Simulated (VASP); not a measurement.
Set up this calculation in VASP 6.6.1, as the native input.

```
Task                   : single point
Functional             : PBE
Potentials or basis    : VASP PAW PBE potentials, release 64 (Si, C)
Cutoff                 : 520 eV
k mesh                 : 6 × 6 × 1
Occupations            : gaussian, width 0.1 eV
Spin                   : no spin polarisation
Dipole correction      : no
Further INCAR settings : ALGO = Normal; EDIFF = 1e-06; NBANDS = 31
```

The structure of Si4C lies in POSCAR:

```
Si4C
1.0
    2.7800773700      0.0000000000      0.0000000000
   -1.3900386800      2.4076176200      0.0000000000
    0.0000000000      0.0000000000     21.9914089200
Si C
8 2
Direct
    0.3333333300      0.6666666700      0.8500000000
    0.3333333300      0.6666666700      0.0500000000
    0.3333333300      0.6666666700      0.2500000000
    0.3333333300      0.6666666700      0.4500000000
    0.6666666700      0.3333333300      0.7500000000
    0.6666666700      0.3333333300      0.9500000000
    0.6666666700      0.3333333300      0.1500000000
    0.6666666700      0.3333333300      0.5500000000
    0.3333333300      0.6666666700      0.6500000000
    0.6666666700      0.3333333300      0.3500000000
```

One way to write it, as run:

INCAR

```
  ALGO = Normal
  EDIFF = 1E-6
  ENCUT = 520
  GGA = PE
  ISIF = 2
  ISMEAR = 0
  LASPH = T
  LCHARG = F
  LREAL = F
  LWAVE = F
  NBANDS = 31
  NELM = 60
  PREC = Accurate
  SIGMA = 0.1
```

KPOINTS

```
k-points
0
Gamma
  6 6 1
```

Potentials or basis: VASP PAW PBE potentials, release 64 (Si, C).

Run with:

```console
$ cat potpaw_PBE.64/Si/POTCAR potpaw_PBE.64/C/POTCAR > POTCAR
$ mpirun -np 1 vasp_std > vasp.out
```

It gave:

```json
{
 "Pressure": "-10.3 GPa",
 "Largest force": "1.683 eV/Å",
 "Band gap on the k mesh": "zero (band 20 reaches 11.21 eV, above the bottom of band 21 at 6.12 eV)"
}
```

Caveat: the k points lie up to 0.43 Å⁻¹ apart; forces of over 1 eV/Å act on the atoms, so gaps and moduli don't describe the material at rest.

It took 46 s on 1 thread of Intel(R) Xeon(R) 6975P-C (Granite Rapids), on a shared host, peak memory 0.29 GiB.
